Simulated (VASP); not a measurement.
# Rh (Fd-3m) in VASP: a series of runs

The runs below take Rh through single point, with PBE.

Program: VASP 6.6.1. These are calculated values, not measurements. Logs are shortened: lines on timing, memory, paths and dates and some standing lists are left out, and cuts for length are marked.

## Step 1: The cell of the first run

Symmetry: Fd-3m, No. 227, cubic system. The conventional cell has a = 5.587 Å, b = 5.587 Å, c = 5.587 Å, α = 90.00°, β = 90.00°, γ = 90.00°. Rh (site symmetry -43m) has 4 Rh at 2.42 Å within 3.2 Å.

## Step 2: Single point, PBE

Input file INCAR:

```
SYSTEM = Rh
ALGO     = Normal         ! electronic algorithm
EDIFF    = 1E-6           ! SCF threshold, eV
ENCUT    = 520            ! plane-wave cutoff, eV
GGA      = PE             ! functional
ISIF     = 2              ! what is computed and relaxed
ISMEAR   = -1             ! smearing method
LASPH    = .TRUE.         ! aspherical terms in the spheres
LCHARG   = .FALSE.        ! write CHGCAR
LREAL    = .FALSE.        ! projectors in reciprocal space
LWAVE    = .FALSE.        ! write WAVECAR
NBANDS   = 22             ! bands
NELM     = 100            ! most SCF steps
PREC     = Accurate       ! precision mode
SIGMA    = 0.06122561905347299 ! smearing width, eV
```

Input file KPOINTS:

```
k-points
0
G
  17 17 17
  0 0 0
```

Input file POSCAR:

```
Rh
1.0
    0.0000000000      2.7934376591      2.7934376591
    2.7934376591      0.0000000000      2.7934376591
    2.7934376591      2.7934376591      0.0000000000
Rh
2
Direct
    0.0000000000      0.0000000000      0.0000000000
    0.2500000000      0.2500000000      0.2500000000
```

Potentials or basis: VASP PAW PBE potentials, release 64 (Rh_pv).

Command:

```console
$ cat potpaw_PBE.64/Rh_pv/POTCAR > POTCAR
$ mpirun -np 1 vasp_std > vasp.out
```

OUTCAR:

```text
SYSTEM = Rh
   EDIFF = 1E-6
   ENCUT = 520
   GGA = PE
   ISIF = 2
   ISMEAR = -1
   LASPH = .TRUE.
   LREAL = .FALSE.
   NELM = 100
   PREC = Accurate

 ion  position               nearest neighbor table
   1  0.000  0.000  0.000-   2 2.42   2 2.42   2 2.42   2 2.42
   2  0.250  0.250  0.250-   1 2.42   1 2.42   1 2.42   1 2.42

  LATTYP: Found a face centered cubic cell.
 ALAT       =     5.5868753182

  Lattice vectors:

 A1 = (   0.0000000000,   2.7934376591,   2.7934376591)
 A2 = (   2.7934376591,   0.0000000000,   2.7934376591)
 A3 = (   2.7934376591,   2.7934376591,   0.0000000000)

Analysis of symmetry for initial positions (statically):
=====================================================================
 Subroutine PRICEL returns:
 Original cell was already a primitive cell.

 Routine SETGRP: Setting up the symmetry group for a
 face centered cubic supercell.

 Subroutine GETGRP returns: Found 48 space group operations
 (whereof 24 operations were pure point group operations)
 out of a pool of 48 trial point group operations.

The static configuration has the point symmetry T_d .
 The point group associated with its full space group is O_h .

Analysis of symmetry for dynamics (positions and initial velocities):
=====================================================================
 Subroutine PRICEL returns:
 Original cell was already a primitive cell.

 Routine SETGRP: Setting up the symmetry group for a
 face centered cubic supercell.

 Subroutine GETGRP returns: Found 48 space group operations
 (whereof 24 operations were pure point group operations)
 out of a pool of 48 trial point group operations.

The dynamic configuration has the point symmetry T_d .
 The point group associated with its full space group is O_h .

 Subroutine INISYM returns: Found 48 space group operations
 (whereof 24 operations are pure point group operations),
 and found     1 'primitive' translations

----------------------------------------------------------------------------------------

                                     Primitive cell

  volume of cell :      43.5960

  direct lattice vectors                    reciprocal lattice vectors
     0.000000000  2.793437659  2.793437659    -0.178990928  0.178990928  0.178990928
     2.793437659  0.000000000  2.793437659     0.178990928 -0.178990928  0.178990928
     2.793437659  2.793437659  0.000000000     0.178990928  0.178990928 -0.178990928

  length of vectors
     3.950517423  3.950517423  3.950517423     0.310021382  0.310021382  0.310021382

[... 73 lines left out ...]
   ICHARG =      2    charge: 1-file 2-atom 10-const
   ISPIN  =      1    spin polarized calculation?
   LNONCOLLINEAR =      F non collinear calculations
   LSORBIT =      F    spin-orbit coupling
   LASPH  =      T    aspherical Exc in radial PAW
   ENCUT  =  520.0 eV  38.22 Ry    6.18 a.u.   7.35  7.35  7.35*2*pi/ulx,y,z
   NELM   =    100;   NELMIN=  2; NELMDL= -5     # of ELM steps
   EDIFF  = 0.1E-05   stopping-criterion for ELM
   LREAL  =      F    real-space projection
   EDIFFG = 0.1E-04   stopping-criterion for IOM
   NSW    =      0    number of steps for IOM
   IBRION =     -1    ionic relax: 0-MD 1-quasi-New 2-CG
   NFREE  =      0    steps in history (QN), initial steepest desc. (CG)
   ISIF   =      2    stress and relaxation
   ISYM   =      2    0-nonsym 1-usesym 2-fastsym
   POTIM  = 0.5000    time-step for ionic-motion
   TEBEG  =    0.0;   TEEND  =   0.0 temperature during run
   PSTRESS=    0.0 pullay stress
   NELECT =      30.0000    total number of electrons
   NUPDOWN=      -1.0000    fix difference up-down
   EMIN   =  10.00;   EMAX   =-10.00  energy-range for DOS
   EFERMI =   0.00;   METHOD = LEGACY
   ISMEAR =    -1;   SIGMA  =   0.06  broadening in eV -4-tet -1-fermi 0-gaus
   EFERMI_NEDOS =   21; number of points for ismear=-14 and -15
   IALGO  =     38    algorithm
   IMIX   =      4    mixing-type and parameters
     AMIX     =   0.40;   BMIX     =  1.00
     AMIX_MAG =   1.60;   BMIX_MAG =  1.00
  volume/ion in A,a.u.               =      21.80       147.10
  Fermi-wavevector in a.u.,A,eV,Ry     =   1.445328  2.731273 28.422184  2.088972
  Thomas-Fermi vector in A             =   2.563522
   LORBIT       =      0    0 simple, 1 ext, 2 COOP (PROOUT), +10 PAW based schemes
   GGA     = PE    functional components
   LHFCALC =     F    Hartree Fock is set to
   AEXX    =    0.0000 exact exchange contribution
   IVDW    =     0    specifies the selected vdW correction
   LEPSILON=     F    determine dielectric tensor
   LRPA    =     F    only Hartree local field effects (RPA)
 non-spin polarized calculation
  energy-cutoff  :      520.00
  volume of cell :       43.60
 maximum number of plane-waves:      1211
 NGX is ok and might be reduce to    30
   NGX = 15   NGY = 15   NGZ = 15

 number of electron      29.9999991 magnetization

 Free energy of the ion-electron system (eV)
  ---------------------------------------------------
  ext. energy  EPLUGINS =         0.00000000
  ---------------------------------------------------
  free energy    TOTEN  =       -12.29530526 eV

  energy without entropy =      -12.24977551  energy(sigma->0) =      -12.27254038

 E-fermi :   5.8650     XC(G=0): -10.8898

 val. band max:        5.8636004321   @ k =  -0.3529   0.0588   0.0000
 cond. band min:       5.8650338314   @ k =   0.4706   0.2353   0.0000
 fundamental gap:      0.0014333993
 Fermi energy:         5.8650066585

 k-point     1 :       0.0000    0.0000    0.0000
  band No.  band energies     occupation
      1     -41.0892      2.00000
      2     -41.0892      2.00000
      3     -41.0892      2.00000
      4     -40.5478      2.00000
      5     -40.5478      2.00000
      6     -40.5478      2.00000
[... 589 lines left out ...]
     21      17.9580      0.00000
     22      18.8647      0.00000

 [... further k-points ...]
[... 5 lines left out ...]
  --------------------------------------------------------------------------------------
  -------------------------------------------------------------------------------------
  Total       -1.2266883     -1.2266883     -1.2266883      0.0000000      0.0000000      0.0000000
  in kB      -45.0814497    -45.0814497    -45.0814497      0.0000000      0.0000000      0.0000000
  external PRESSURE =     -45.0814497 kB  Pullay stress =       0.0000000 kB

 VOLUME and BASIS-vectors are now :
 -----------------------------------------------------------------------------
  energy-cutoff  :      520.00
  volume of cell :       43.60
      direct lattice vectors                 reciprocal lattice vectors
     0.000000000  2.793437659  2.793437659    -0.178990928  0.178990928  0.178990928
     2.793437659  0.000000000  2.793437659     0.178990928 -0.178990928  0.178990928
     2.793437659  2.793437659  0.000000000     0.178990928  0.178990928 -0.178990928

 POSITION                                       TOTAL-FORCE (eV/Angst)
 -----------------------------------------------------------------------------------
      0.00000      0.00000      0.00000        -0.000000      0.000000     -0.000000
      1.39672      1.39672      1.39672         0.000000     -0.000000      0.000000
 -----------------------------------------------------------------------------------
    total drift:                                0.000000     -0.000000      0.000000

  FREE ENERGIE OF THE ION-ELECTRON SYSTEM (eV)
  ---------------------------------------------------
  free  energy   TOTEN  =       -12.2953052581 eV

  energy  without entropy=      -12.2497755104  energy(sigma->0) =      -12.27254038
```

stdout:

```text
POSCAR found type information on POSCAR Rh
 POSCAR found :  1 types and       2 ions
 scaLAPACK will be used
 LDA part: xc-table for (Slater+PW92), standard interpolation
 POSCAR, INCAR and KPOINTS ok, starting setup
 FFT: planning ... GRIDC
 FFT: planning ... GRID_SOFT
 FFT: planning ... GRID
 WAVECAR not read
 entering main loop
```

Run time: 1.9 min. Hardware: 1 thread of Intel Xeon Platinum 8375C at 2.90GHz (Ice Lake), shared host; peak memory 0.25 GiB.

What came out:

* Free energy: -12.2953 eV
* Pressure: -4.5 GPa
* Band gap on the k mesh: zero (band 15 reaches 6.43 eV, above the bottom of band 16 at 5.30 eV)

## Step 3: Single point, PBE

This run uses another cell than the first one, of 22.22 Å³/atom, 1.019 times its volume.

Input file INCAR:

```
SYSTEM = Rh
  PREC = Accurate
  ENCUT = 520
  EDIFF = 1E-6
  ISMEAR = -1
  SIGMA = 0.06122561905347299
  LREAL = .False.
  LASPH = .True.
  NELM = 80
  ALGO = Normal
  ISIF = 2
  LWAVE = .False.
  LCHARG = .True.
  GGA = PE
  LELF = .True.
  LVHAR = .True.
  NBANDS = 22
```

Input file KPOINTS:

```
regular mesh
0
Gamma
  17 17 17
  0 0 0
```

Input file POSCAR:

```
Rh
1.0
    0.0000000000      2.8112307354      2.8112307354
    2.8112307354      0.0000000000      2.8112307354
    2.8112307354      2.8112307354      0.0000000000
Rh
2
Direct
    0.0000000000      0.0000000000      0.0000000000
    0.2500000000      0.2500000000      0.2500000000
```

Potentials or basis: VASP PAW PBE potentials, release 64 (Rh_pv).

Command:

```console
$ cat potpaw_PBE.64/Rh_pv/POTCAR > POTCAR
$ mpirun -np 1 vasp_std > vasp.out
```

OUTCAR:

```text
SYSTEM = Rh
   PREC = Accurate
   ENCUT = 520
   EDIFF = 1E-6
   ISMEAR = -1
   LREAL = .False.
   LASPH = .True.
   NELM = 80
   ISIF = 2
   GGA = PE

 ion  position               nearest neighbor table
   1  0.000  0.000  0.000-   2 2.43   2 2.43   2 2.43   2 2.43
   2  0.250  0.250  0.250-   1 2.43   1 2.43   1 2.43   1 2.43

  LATTYP: Found a face centered cubic cell.
 ALAT       =     5.6224614708

  Lattice vectors:

 A1 = (   0.0000000000,   2.8112307354,   2.8112307354)
 A2 = (   2.8112307354,   0.0000000000,   2.8112307354)
 A3 = (   2.8112307354,   2.8112307354,   0.0000000000)

Analysis of symmetry for initial positions (statically):
=====================================================================
 Subroutine PRICEL returns:
 Original cell was already a primitive cell.

 Routine SETGRP: Setting up the symmetry group for a
 face centered cubic supercell.

 Subroutine GETGRP returns: Found 48 space group operations
 (whereof 24 operations were pure point group operations)
 out of a pool of 48 trial point group operations.

The static configuration has the point symmetry T_d .
 The point group associated with its full space group is O_h .

Analysis of symmetry for dynamics (positions and initial velocities):
=====================================================================
 Subroutine PRICEL returns:
 Original cell was already a primitive cell.

 Routine SETGRP: Setting up the symmetry group for a
 face centered cubic supercell.

 Subroutine GETGRP returns: Found 48 space group operations
 (whereof 24 operations were pure point group operations)
 out of a pool of 48 trial point group operations.

The dynamic configuration has the point symmetry T_d .
 The point group associated with its full space group is O_h .

 Subroutine INISYM returns: Found 48 space group operations
 (whereof 24 operations are pure point group operations),
 and found     1 'primitive' translations
[... 103 lines left out ...]
   POTIM  = 0.5000    time-step for ionic-motion
   TEBEG  =    0.0;   TEEND  =   0.0 temperature during run
   PSTRESS=    0.0 pullay stress
   NELECT =      30.0000    total number of electrons
   NUPDOWN=      -1.0000    fix difference up-down
   EMIN   =  10.00;   EMAX   =-10.00  energy-range for DOS
   EFERMI =   0.00;   METHOD = LEGACY
   ISMEAR =    -1;   SIGMA  =   0.06  broadening in eV -4-tet -1-fermi 0-gaus
   EFERMI_NEDOS =   21; number of points for ismear=-14 and -15
   IALGO  =     38    algorithm
   IMIX   =      4    mixing-type and parameters
     AMIX     =   0.40;   BMIX     =  1.00
     AMIX_MAG =   1.60;   BMIX_MAG =  1.00
  volume/ion in A,a.u.               =      22.22       149.93
  Fermi-wavevector in a.u.,A,eV,Ry     =   1.436180  2.713986 28.063538  2.062612
  Thomas-Fermi vector in A             =   2.555396
   LORBIT       =      0    0 simple, 1 ext, 2 COOP (PROOUT), +10 PAW based schemes
   GGA     = PE    functional components
   LHFCALC =     F    Hartree Fock is set to
   AEXX    =    0.0000 exact exchange contribution
   IVDW    =     0    specifies the selected vdW correction
   LEPSILON=     F    determine dielectric tensor
   LRPA    =     F    only Hartree local field effects (RPA)
 non-spin polarized calculation
  energy-cutoff  :      520.00
  volume of cell :       44.43
 maximum number of plane-waves:      1243
 NGX is ok and might be reduce to    30
   NGX = 15   NGY = 15   NGZ = 15

 number of electron      30.0000001 magnetization

 Free energy of the ion-electron system (eV)
  ---------------------------------------------------
  ext. energy  EPLUGINS =         0.00000000
  ---------------------------------------------------
  free energy    TOTEN  =       -12.26703568 eV

  energy without entropy =      -12.22007183  energy(sigma->0) =      -12.24355376

 E-fermi :   5.6397     XC(G=0): -10.7845

 val. band max:        5.6360658708   @ k =   0.4706   0.2353   0.0000
 cond. band min:       5.6401717179   @ k =   0.4706   0.0588   0.0000
 fundamental gap:      0.0041058471
 Fermi energy:         5.6396675236

 k-point     1 :       0.0000    0.0000    0.0000
  band No.  band energies     occupation
      1     -41.2475      2.00000
      2     -41.2475      2.00000
      3     -41.2475      2.00000
      4     -40.7357      2.00000
      5     -40.7357      2.00000
      6     -40.7357      2.00000
[... 589 lines left out ...]
     21      17.5678      0.00000
     22      18.5265      0.00000

 [... further k-points ...]
[... 5 lines left out ...]
  --------------------------------------------------------------------------------------
  -------------------------------------------------------------------------------------
  Total       -1.7741761     -1.7741761     -1.7741761      0.0000000     -0.0000000      0.0000000
  in kB      -63.9716902    -63.9716902    -63.9716902      0.0000000     -0.0000000      0.0000000
  external PRESSURE =     -63.9716902 kB  Pullay stress =       0.0000000 kB

 VOLUME and BASIS-vectors are now :
 -----------------------------------------------------------------------------
  energy-cutoff  :      520.00
  volume of cell :       44.43
      direct lattice vectors                 reciprocal lattice vectors
     0.000000000  2.811230735  2.811230735    -0.177858044  0.177858044  0.177858044
     2.811230735  0.000000000  2.811230735     0.177858044 -0.177858044  0.177858044
     2.811230735  2.811230735  0.000000000     0.177858044  0.177858044 -0.177858044

 POSITION                                       TOTAL-FORCE (eV/Angst)
 -----------------------------------------------------------------------------------
      0.00000      0.00000      0.00000        -0.000000     -0.000000     -0.000000
      1.40562      1.40562      1.40562         0.000000      0.000000      0.000000
 -----------------------------------------------------------------------------------
    total drift:                                0.000000     -0.000000      0.000000

  FREE ENERGIE OF THE ION-ELECTRON SYSTEM (eV)
  ---------------------------------------------------
  free  energy   TOTEN  =       -12.2670356846 eV

  energy  without entropy=      -12.2200718345  energy(sigma->0) =      -12.24355376
```

OSZICAR:

```text
N       E                     dE             d eps       ncg     rms          rms(c)
DAV:   1     0.314207558985E+03    0.31421E+03   -0.18678E+04  7468   0.142E+03
DAV:   2    -0.644526142903E+01   -0.32065E+03   -0.30857E+03  7704   0.433E+02
DAV:   3    -0.127299456209E+02   -0.62847E+01   -0.62418E+01  8244   0.708E+01
DAV:   4    -0.127857641024E+02   -0.55818E-01   -0.55813E-01  8388   0.666E+00
DAV:   5    -0.127868856824E+02   -0.11216E-02   -0.11216E-02  8442   0.948E-01    0.853E+00
DAV:   6    -0.122860001721E+02    0.50089E+00   -0.19281E+00  8046   0.129E+01    0.343E+00
DAV:   7    -0.122718174527E+02    0.14183E-01   -0.32719E-02  7668   0.182E+00    0.201E+00
DAV:   8    -0.122669000365E+02    0.49174E-02   -0.67081E-03  8190   0.856E-01    0.837E-02
DAV:   9    -0.122670148151E+02   -0.11478E-03   -0.26428E-04  8178   0.163E-01    0.373E-02
DAV:  10    -0.122670356466E+02   -0.20831E-04   -0.21920E-05  8070   0.403E-02    0.347E-03
DAV:  11    -0.122670356846E+02   -0.37980E-07   -0.84098E-07  5852   0.795E-03
   1 F= -.12267036E+02 E0= -.12243554E+02  d E =-.469639E-01
```

stdout:

```text
POSCAR found type information on POSCAR Rh
 POSCAR found :  1 types and       2 ions
 scaLAPACK will be used
 LDA part: xc-table for (Slater+PW92), standard interpolation
 POSCAR, INCAR and KPOINTS ok, starting setup
 FFT: planning ... GRIDC
 FFT: planning ... GRID_SOFT
 FFT: planning ... GRID
 WAVECAR not read
 entering main loop
```

Wall time 84 s (1 thread of Intel Xeon Platinum 8375C at 2.90GHz (Ice Lake), shared host); peak memory 0.26 GiB.

What came out:

```
Free energy            : -12.2670 eV
Pressure               : -6.4 GPa
Band gap on the k mesh : zero (band 15 reaches 6.19 eV, above the bottom of band 16 at 5.09 eV)
```

Levels at points of the mesh, in eV from the Fermi level:
| k point | band 13 | band 14 | band 15 | band 16 | band 17 | band 18 |
| --- | --- | --- | --- | --- | --- | --- |
| (0.00, 0.00, 0.00) | -1.32 | -1.32 | -1.32 | 0.30 | 0.30 | 12.29 |

## Step 4: Single point, PBE

This run uses another cell than the first one, of 22.22 Å³/atom, 1.019 times its volume.

Input file INCAR:

```
  ALGO = Normal
  EDIFF = 1E-7
  ENCUT = 520
  GGA = PE
  ISIF = 2
  ISMEAR = -1
  LASPH = True
  LCHARG = False
  LREAL = False
  LWAVE = False
  NBANDS = 22
  NELM = 60
  PREC = Accurate
  SIGMA = 0.06122561905347299
```

Input file KPOINTS:

```
k-points
0
Gamma
  17 17 17
```

POSCAR is that of step 3.

Command:

```console
$ cat potpaw_PBE.64/Rh_pv/POTCAR > POTCAR
$ mpirun -np 1 vasp_std > vasp.out
```

Wall time 91 s (1 thread of Intel Xeon Platinum 8375C at 2.90GHz (Ice Lake), shared host); peak memory 0.26 GiB.

The run converged. Its results:

```
Free energy            : -12.2670 eV
Pressure               : -6.4 GPa
Band gap on the k mesh : zero (band 15 reaches 6.19 eV, above the bottom of band 16 at 5.09 eV)
```

Levels at points of the mesh, in eV from the Fermi level:
| k point | band 12 | band 13 | band 14 | band 15 | band 16 | band 17 | band 18 | band 19 |
| --- | --- | --- | --- | --- | --- | --- | --- | --- |
| (0.00, 0.00, 0.00) | -3.61 | -1.32 | -1.32 | -1.32 | 0.30 | 0.30 | 12.29 | 12.33 |
